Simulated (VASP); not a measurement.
# CaZnBr4 (Cmmm) in VASP: notebook

The runs below take CaZnBr4 through single point, relaxation of shape and atoms at fixed volume, with PBE.

Program: VASP 6.6.1. These are calculated values, not measurements. Logs are shortened: lines on timing, memory, paths and dates and some standing lists are left out, and cuts for length are marked.

## (1) The cell of the first run

It takes space group Cmmm (No. 65, orthorhombic). Conventional cell: a = 9.430 Å, b = 9.450 Å, c = 4.055 Å, α = 90.00°, β = 90.00°, γ = 90.00°. Ca (site symmetry mmm) has 6 Br at 2.85 to 2.99 Å within 3.8 Å. Within 3.5 Å of Zn (site symmetry mmm) lie 6 Br at 2.66 to 2.72 Å. Br (site symmetry 2mm) has 2 Zn at 2.66 Å and 1 Ca at 2.99 Å and 1 Br at 3.45 Å within 3.5 Å. Within 3.6 Å of Br (site symmetry m2m) lie 1 Zn at 2.72 Å and 2 Ca at 2.85 Å.

The cell was generated, and may not be a known phase.

## (2) Single point, PBE

INCAR

```
SYSTEM = CaZnBr4
PREC = Accurate ; ENCUT = 500
EDIFF = 1E-6 ; ISMEAR = 0
SIGMA = 0.02 ; LREAL = .FALSE.
LASPH = .TRUE. ; NELM = 120
ALGO = Normal ; ISIF = 2
LWAVE = .FALSE. ; LCHARG = .FALSE.
GGA = PE ; NBANDS = 34
GGA_COMPAT = .FALSE.
```

KPOINTS

```
Automatic mesh
0
G
  4 4 8
  0 0 0
```

POSCAR

```
CaZnBr4
1.0
    4.7250966211     -4.7148070081      0.0000000000
    4.7250966211      4.7148070081      0.0000000000
    0.0000000000      0.0000000000      4.0554200322
Ca Zn Br
1 1 4
Direct
    0.5000000000      0.5000000000      0.5000000000
    0.0000000000      0.0000000000      0.0000000000
    0.8173285460      0.1826714540      0.5000000000
    0.2882808466      0.2882808466      0.0000000000
    0.7117191534      0.7117191534      0.0000000000
    0.1826714540      0.8173285460      0.5000000000
```

Potentials or basis: VASP PAW PBE potentials, release 64 (Ca_sv, Zn, Br).

Started as:

```bash
$ cat potpaw_PBE.64/Ca_sv/POTCAR potpaw_PBE.64/Zn/POTCAR potpaw_PBE.64/Br/POTCAR > POTCAR
$ mpirun -np 1 vasp_std > vasp.out
```

OUTCAR:

```text
SYSTEM = CaZnBr4
   PREC = Accurate
   ENCUT = 500
   EDIFF = 1E-6
   ISMEAR = 0
   LREAL = .FALSE.
   LASPH = .TRUE.
   NELM = 120
   ISIF = 2
   GGA = PE

 ion  position               nearest neighbor table
   1  0.500  0.500  0.500-   4 2.85   5 2.85   4 2.85   5 2.85
   2  0.000  0.000  0.000-   3 2.66   6 2.66   3 2.66   6 2.66   5 2.72   4 2.72
   3  0.817  0.183  0.500-   2 2.66   2 2.66
   4  0.288  0.288  0.000-   2 2.72   1 2.85   1 2.85
   5  0.712  0.712  0.000-   2 2.72   1 2.85   1 2.85
   6  0.183  0.817  0.500-   2 2.66   2 2.66

  LATTYP: Found a base centered orthorhombic cell.
 ALAT       =     9.4296140162
 B/A-ratio  =     1.0021824039
 C/A-ratio  =     0.4300727501

  Lattice vectors:

 A1 = (  -4.7250966211,  -4.7148070081,   0.0000000000)
 A2 = (   4.7250966211,  -4.7148070081,   0.0000000000)
 A3 = (   0.0000000000,   0.0000000000,   4.0554200322)

Analysis of symmetry for initial positions (statically):
=====================================================================
 Subroutine PRICEL returns:
 Original cell was already a primitive cell.

 Routine SETGRP: Setting up the symmetry group for a
 base centered orthorhombic supercell.

 Subroutine GETGRP returns: Found  8 space group operations
 (whereof  8 operations were pure point group operations)
 out of a pool of  8 trial point group operations.

The static configuration has the point symmetry D_2h.

Analysis of symmetry for dynamics (positions and initial velocities):
=====================================================================
 Subroutine PRICEL returns:
 Original cell was already a primitive cell.

 Routine SETGRP: Setting up the symmetry group for a
 base centered orthorhombic supercell.

 Subroutine GETGRP returns: Found  8 space group operations
 (whereof  8 operations were pure point group operations)
 out of a pool of  8 trial point group operations.

The dynamic configuration has the point symmetry D_2h.

 Subroutine INISYM returns: Found  8 space group operations
 (whereof  8 operations are pure point group operations),
 and found     1 'primitive' translations

----------------------------------------------------------------------------------------

                                     Primitive cell

  volume of cell :     180.6926

  direct lattice vectors                    reciprocal lattice vectors
     4.725096621 -4.714807008  0.000000000     0.105817942 -0.106048879  0.000000000
     4.725096621  4.714807008  0.000000000     0.105817942  0.106048879  0.000000000
     0.000000000  0.000000000  4.055420032     0.000000000  0.000000000  0.246583582

  length of vectors
     6.675023835  6.675023835  4.055420032     0.149812555  0.149812555  0.246583582

  position of ions in fractional coordinates (direct lattice)
     0.500000000  0.500000000  0.500000000
     0.000000000  0.000000000  0.000000000
     0.817328546  0.182671454  0.500000000
     0.288280847  0.288280847  0.000000000
     0.711719153  0.711719153  0.000000000
     0.182671454  0.817328546  0.500000000

  ion indices of the primitive-cell ions
   primitive index   ion index
                 1           1
                 2           2
                 3           3
                 4           4
                 5           5
                 6           6

----------------------------------------------------------------------------------------

 KPOINTS: Automatic mesh

Automatic generation of k-mesh.
 Grid dimensions read from file:
 generate k-points for:    4    4    8

 Generating k-lattice:

  Cartesian coordinates                     Fractional coordinates (reciprocal lattice)
     0.026454485 -0.026512220  0.000000000     0.250000000  0.000000000  0.000000000
     0.026454485  0.026512220  0.000000000     0.000000000  0.250000000  0.000000000
     0.000000000  0.000000000  0.030822948     0.000000000  0.000000000  0.125000000

  Length of vectors
     0.037453139  0.037453139  0.030822948

  Shift w.r.t. Gamma in fractional coordinates (k-lattice)
     0.000000000  0.000000000  0.000000000

 Subroutine IBZKPT returns following result:
 ===========================================

 Found     35 irreducible k-points:

 Following reciprocal coordinates:
            Coordinates               Weight
  0.000000  0.000000  0.000000      1.000000
  0.250000  0.000000  0.000000      4.000000
  0.500000  0.000000  0.000000      2.000000
  0.250000  0.250000  0.000000      2.000000
  0.500000  0.250000  0.000000      4.000000
 -0.250000  0.250000  0.000000      2.000000
[... 16 lines left out ...]
  0.250000  0.000000  0.375000      8.000000
  0.500000  0.000000  0.375000      4.000000
 [... further k-points ...]
   k-points           NKPTS =     35   k-points in BZ     NKDIM =     35   number of bands    NBANDS=     34
   number of dos      NEDOS =    301   number of ions     NIONS =      6
   total plane-waves  NPLWV =  75000
   dimension x,y,z NGX =    50 NGY =   50 NGZ =   30
   dimension x,y,z NGXF=   100 NGYF=  100 NGZF=   60
   ions per type =               1   1   4
   NGX,Y,Z   is equivalent  to a cutoff of  12.45, 12.45, 12.30 a.u.
   NGXF,Y,Z  is equivalent  to a cutoff of  24.91, 24.91, 24.60 a.u.
 SYSTEM =  CaZnBr4
   PREC   = accura    normal or accurate (medium, high low for compatibility)
   ISTART =      0    job   : 0-new  1-cont  2-samecut
   ICHARG =      2    charge: 1-file 2-atom 10-const
   ISPIN  =      1    spin polarized calculation?
   LNONCOLLINEAR =      F non collinear calculations
   LSORBIT =      F    spin-orbit coupling
   LASPH  =      T    aspherical Exc in radial PAW
   ENCUT  =  500.0 eV  36.75 Ry    6.06 a.u.  12.17 12.17  7.39*2*pi/ulx,y,z
   NELM   =    120;   NELMIN=  2; NELMDL= -5     # of ELM steps
   EDIFF  = 0.1E-05   stopping-criterion for ELM
   LREAL  =      F    real-space projection
   EDIFFG = 0.1E-04   stopping-criterion for IOM
   NSW    =      0    number of steps for IOM
   IBRION =     -1    ionic relax: 0-MD 1-quasi-New 2-CG
   NFREE  =      0    steps in history (QN), initial steepest desc. (CG)
   ISIF   =      2    stress and relaxation
   ISYM   =      2    0-nonsym 1-usesym 2-fastsym
   POTIM  = 0.5000    time-step for ionic-motion
   TEBEG  =    0.0;   TEEND  =   0.0 temperature during run
   PSTRESS=    0.0 pullay stress
   NELECT =      50.0000    total number of electrons
   NUPDOWN=      -1.0000    fix difference up-down
   EMIN   =  10.00;   EMAX   =-10.00  energy-range for DOS
   EFERMI =   0.00;   METHOD = LEGACY
   ISMEAR =     0;   SIGMA  =   0.02  broadening in eV -4-tet -1-fermi 0-gaus
   EFERMI_NEDOS =   21; number of points for ismear=-14 and -15
   IALGO  =     38    algorithm
   IMIX   =      4    mixing-type and parameters
     AMIX     =   0.40;   BMIX     =  1.00
     AMIX_MAG =   1.60;   BMIX_MAG =  1.00
  volume/ion in A,a.u.               =      30.12       203.23
  Fermi-wavevector in a.u.,A,eV,Ry     =   1.066804  2.015967 15.484396  1.138071
  Thomas-Fermi vector in A             =   2.202400
   LORBIT       =      0    0 simple, 1 ext, 2 COOP (PROOUT), +10 PAW based schemes
   GGA     = PE    functional components
   LHFCALC =     F    Hartree Fock is set to
   AEXX    =    0.0000 exact exchange contribution
   IVDW    =     0    specifies the selected vdW correction
   LEPSILON=     F    determine dielectric tensor
   LRPA    =     F    only Hartree local field effects (RPA)
 non-spin polarized calculation
 Gauss-broadening in eV      SIGMA  =   0.02
  energy-cutoff  :      500.00
  volume of cell :      180.69
 maximum number of plane-waves:      4636
 NGX is ok and might be reduce to    50
   NGX = 25   NGY = 25   NGZ = 15

 number of electron      50.0000022 magnetization

 Free energy of the ion-electron system (eV)
  ---------------------------------------------------
  ext. energy  EPLUGINS =         0.00000000
  ---------------------------------------------------
  free energy    TOTEN  =       -17.78069647 eV

  energy without entropy =      -17.78069647  energy(sigma->0) =      -17.78069647

 E-fermi :  -0.0565     XC(G=0):  -8.2270

 val. band max:       -0.1378057737   @ k =   0.0000   0.0000   0.0000
 cond. band min:       1.9575652738   @ k =   0.0000   0.0000   0.0000
 fundamental gap:      2.0953710475
 Fermi energy:        -0.0564859683

 k-point     1 :       0.0000    0.0000    0.0000
  band No.  band energies     occupation
      1     -39.5851      2.00000
      2     -20.6210      2.00000
      3     -20.6045      2.00000
      4     -20.6014      2.00000
      5     -14.0037      2.00000
      6     -13.4447      2.00000
[... 26 lines left out ...]
     33       6.3359      0.00000
     34       6.6454      0.00000

 k-point     2 :       0.2500    0.0000    0.0000
  band No.  band energies     occupation
      1     -39.5851      2.00000
      2     -20.6211      2.00000
      3     -20.6046      2.00000
      4     -20.6014      2.00000
      5     -13.9550      2.00000
      6     -13.5011      2.00000
[... 26 lines left out ...]
     33       6.3326      0.00000
     34       6.6562      0.00000

 k-point     3 :       0.5000    0.0000    0.0000
  band No.  band energies     occupation
      1     -39.5851      2.00000
      2     -20.6212      2.00000
      3     -20.6046      2.00000
      4     -20.6014      2.00000
      5     -13.8875      2.00000
      6     -13.5885      2.00000
[... 26 lines left out ...]
     33       6.7506      0.00000
     34       6.7766      0.00000

 k-point     4 :       0.2500    0.2500    0.0000
  band No.  band energies     occupation
      1     -39.5851      2.00000
      2     -20.6211      2.00000
      3     -20.6046      2.00000
      4     -20.6014      2.00000
      5     -13.9222      2.00000
      6     -13.5087      2.00000
[... 26 lines left out ...]
     33       6.1481      0.00000
     34       6.5240      0.00000

 k-point     5 :       0.5000    0.2500    0.0000
  band No.  band energies     occupation
      1     -39.5851      2.00000
      2     -20.6212      2.00000
      3     -20.6047      2.00000
      4     -20.6014      2.00000
      5     -13.8802      2.00000
      6     -13.5508      2.00000
[... 621 lines left out ...]
 k-point    22 :       0.0000    0.0000    0.3750
  band No.  band energies     occupation
      1     -39.5820      2.00000
      2     -20.6795      2.00000
      3     -20.6162      2.00000
      4     -20.5778      2.00000
      5     -13.7030      2.00000
      6     -13.3687      2.00000
[... 26 lines left out ...]
     33       8.0164      0.00000
     34       8.0215      0.00000

 k-point    23 :       0.2500    0.0000    0.3750
  band No.  band energies     occupation
      1     -39.5820      2.00000
      2     -20.6795      2.00000
      3     -20.6163      2.00000
      4     -20.5779      2.00000
      5     -13.6815      2.00000
      6     -13.3908      2.00000
[... 26 lines left out ...]
     33       7.8720      0.00000
     34       7.9365      0.00000

 k-point    24 :       0.5000    0.0000    0.3750
  band No.  band energies     occupation
      1     -39.5820      2.00000
      2     -20.6795      2.00000
      3     -20.6163      2.00000
      4     -20.5779      2.00000
      5     -13.6559      2.00000
      6     -13.4179      2.00000
[... 26 lines left out ...]
     33       7.1787      0.00000
     34       7.6926      0.00000

 [... further k-points ...]

------------------------ aborting loop because EDIFF is reached ----------------------------------------

  FORCE on cell =-STRESS in cart. coord.  units (eV):
  Direction    XX          YY          ZZ          XY          YZ          ZX
  --------------------------------------------------------------------------------------
  -------------------------------------------------------------------------------------
  Total        0.0703534      0.0741523      0.0952704      0.0000000      0.0000000      0.0000000
  in kB        0.6238142      0.6574988      0.8447495      0.0000000      0.0000000      0.0000000
  external PRESSURE =       0.7086875 kB  Pullay stress =       0.0000000 kB

 VOLUME and BASIS-vectors are now :
 -----------------------------------------------------------------------------
  energy-cutoff  :      500.00
  volume of cell :      180.69
      direct lattice vectors                 reciprocal lattice vectors
     4.725096621 -4.714807008  0.000000000     0.105817942 -0.106048879  0.000000000
     4.725096621  4.714807008  0.000000000     0.105817942  0.106048879  0.000000000
     0.000000000  0.000000000  4.055420032     0.000000000  0.000000000  0.246583582

 POSITION                                       TOTAL-FORCE (eV/Angst)
 -----------------------------------------------------------------------------------
      4.72510      0.00000      2.02771         0.000000      0.000000      0.000000
      0.00000      0.00000      0.00000        -0.000000      0.000000      0.000000
      4.72510     -2.99229      2.02771         0.000000     -0.003367      0.000000
      2.72431      0.00000      0.00000        -0.018892      0.000000      0.000000
      6.72588      0.00000      0.00000         0.018892      0.000000     -0.000000
      4.72510      2.99229      2.02771         0.000000      0.003367      0.000000
 -----------------------------------------------------------------------------------
    total drift:                                0.000000     -0.000000      0.000000

  FREE ENERGIE OF THE ION-ELECTRON SYSTEM (eV)
  ---------------------------------------------------
  free  energy   TOTEN  =       -17.7806964679 eV

  energy  without entropy=      -17.7806964679  energy(sigma->0) =      -17.78069647
```

Wall time 1.7 min (1 thread of Oxide Virtual Turin-like, shared host); peak memory 0.34 GiB.

Results:

* Free energy: -17.7807 eV
* Pressure: 0.1 GPa
* Largest force: 0.019 eV/Å
* Band gap on the k mesh: 2.10 eV

Forces on the atoms (eV/Å):
```
Ca   0.000  0.000  0.000
Zn   0.000  0.000  0.000
Br   0.000 -0.003  0.000
Br  -0.019  0.000  0.000
Br   0.019  0.000  0.000
Br   0.000  0.003  0.000
```

A k mesh can miss the band edges.

## (3) Single point, PBE (31.02 Å³/atom)

This run uses another cell than the first one, of 31.02 Å³/atom.

INCAR

```
PREC = Accurate
ENCUT = 500
EDIFF = 1E-6
ISMEAR = 0
SIGMA = 0.02
LREAL = False
LASPH = True
NELM = 120
ALGO = Normal
ISIF = 2
LWAVE = False
LCHARG = True
GGA = PE
LELF = True
LVHAR = True
NBANDS = 34
GGA_COMPAT = False
```

KPOINTS

```
Automatic mesh
0
Gamma
  4 4 8
```

POSCAR

```
CaZnBr4
1.0
    4.7965946240     -4.7812444540      0.0000000000
    4.7965946240      4.7812444540      0.0000000000
    0.0000000000      0.0000000000      4.0576418925
Ca Zn Br
1 1 4
Direct
    0.5000000000      0.5000000000      0.5000000000
    0.0000000000      0.0000000000      0.0000000000
    0.8196428196      0.1803571804      0.5000000000
    0.2902414020      0.2902414020      0.0000000000
    0.7097585980      0.7097585980      0.0000000000
    0.1803571804      0.8196428196      0.5000000000
```

Potentials or basis: VASP PAW PBE potentials, release 64 (Ca_sv, Zn, Br).

Started as:

```bash
$ cat potpaw_PBE.64/Ca_sv/POTCAR potpaw_PBE.64/Zn/POTCAR potpaw_PBE.64/Br/POTCAR > POTCAR
$ mpirun -np 1 vasp_std > vasp.out
```

Wall time 2.1 min (1 thread of Oxide Virtual Turin-like, shared host); peak memory 0.34 GiB.

Results (log left out):

```yaml
Free_energy: -17.7704 eV
Pressure: -0.6 GPa
Largest_force: 0.010 eV/Å
Band_gap_on_the_k_mesh: 2.08 eV
```

Forces in eV/Å, atoms in the order of the input:
```
Ca   0.000  0.000  0.000
Zn   0.000  0.000  0.000
Br   0.000  0.005  0.000
Br  -0.010  0.000  0.000
Br   0.010  0.000  0.000
Br   0.000 -0.005  0.000
```

Levels at points of the mesh, in eV from the valence-band top:
```tsv
k point	band 21	band 22	band 23	band 24	band 25	band 26	band 27	band 28	band 29	band 30
(0.00, 0.00, 0.00)	-0.54	-0.48	-0.32	-0.31	0.00	2.08	4.59	5.32	5.65	5.68
(0.50, 0.00, 0.00)	-0.93	-0.77	-0.49	-0.45	-0.27	3.06	4.28	5.18	5.48	5.83
(0.50, 0.50, 0.00)	-0.94	-0.78	-0.71	-0.64	-0.56	2.63	4.75	5.66	5.81	6.08
(0.00, 0.00, 0.50)	-0.93	-0.92	-0.88	-0.73	-0.72	3.55	5.10	5.24	5.48	6.10
(0.50, 0.00, 0.50)	-0.97	-0.78	-0.68	-0.67	-0.62	3.24	5.05	5.34	5.81	6.20
(0.50, 0.50, 0.50)	-0.71	-0.66	-0.63	-0.58	-0.42	2.96	4.77	5.12	5.49	5.85
```

A k mesh can miss the band edges.

## (4) Single point, PBE (31.92 Å³/atom)

This run uses another cell than the first one, of 31.92 Å³/atom.

INCAR

```
SYSTEM = CaZnBr4
PREC = Accurate
ENCUT = 500
EDIFF = 1E-6
ISMEAR = 0
SIGMA = 0.02
LREAL = .FALSE.
LASPH = .TRUE.
NELM = 120
ALGO = Normal
ISIF = 2
LWAVE = .FALSE.
LCHARG = .FALSE.
GGA = PE
NBANDS = 34
GGA_COMPAT = .FALSE.
```

KPOINTS

```
regular mesh
0
G
  4 4 8
  0 0 0
```

POSCAR

```
CaZnBr4
1.0
    4.8759316758     -4.8510174685      0.0000000000
    4.8759316758      4.8510174685      0.0000000000
    0.0000000000      0.0000000000      4.0487957778
Ca Zn Br
1 1 4
Direct
    0.5000000000      0.5000000000      0.5000000000
    0.0000000000      0.0000000000      0.0000000000
    0.8222841261      0.1777158739      0.5000000000
    0.2929926767      0.2929926767      0.0000000000
    0.7070073233      0.7070073233      0.0000000000
    0.1777158739      0.8222841261      0.5000000000
```

Started as:

```bash
$ cat potpaw_PBE.64/Ca_sv/POTCAR potpaw_PBE.64/Zn/POTCAR potpaw_PBE.64/Br/POTCAR > POTCAR
$ mpirun -np 1 vasp_std > vasp.out
```

Run time: 2.5 min. Hardware: 1 thread of Oxide Virtual Turin-like, shared host; peak memory 0.35 GiB.

Results (log left out):

| Property | Result |
| --- | --- |
| Free energy | -17.7399 eV |
| Pressure | -1.1 GPa |
| Largest force | 0.013 eV/Å |
| Band gap on the k mesh | 2.09 eV |

Forces in eV/Å, atoms in the order of the input:
```
Ca   0.000  0.000  0.000
Zn   0.000  0.000  0.000
Br   0.000  0.007  0.000
Br  -0.013  0.000  0.000
Br   0.013  0.000  0.000
Br   0.000 -0.007  0.000
```

Levels at points of the mesh, in eV from the valence-band top:
| k point | band 23 | band 24 | band 25 | band 26 | band 27 | band 28 |
| --- | --- | --- | --- | --- | --- | --- |
| (0.00, 0.00, 0.00) | -0.29 | -0.29 | 0.00 | 2.09 | 4.62 | 5.40 |
| (0.50, 0.00, 0.00) | -0.48 | -0.40 | -0.26 | 2.98 | 4.33 | 5.20 |
| (0.50, 0.50, 0.00) | -0.67 | -0.54 | -0.51 | 2.61 | 4.75 | 5.69 |
| (0.00, 0.00, 0.50) | -0.79 | -0.70 | -0.67 | 3.49 | 5.10 | 5.24 |
| (0.50, 0.00, 0.50) | -0.64 | -0.63 | -0.55 | 3.23 | 5.08 | 5.31 |
| (0.50, 0.50, 0.50) | -0.59 | -0.50 | -0.42 | 2.97 | 4.83 | 5.15 |

(Part 1 of 2 ends here.)
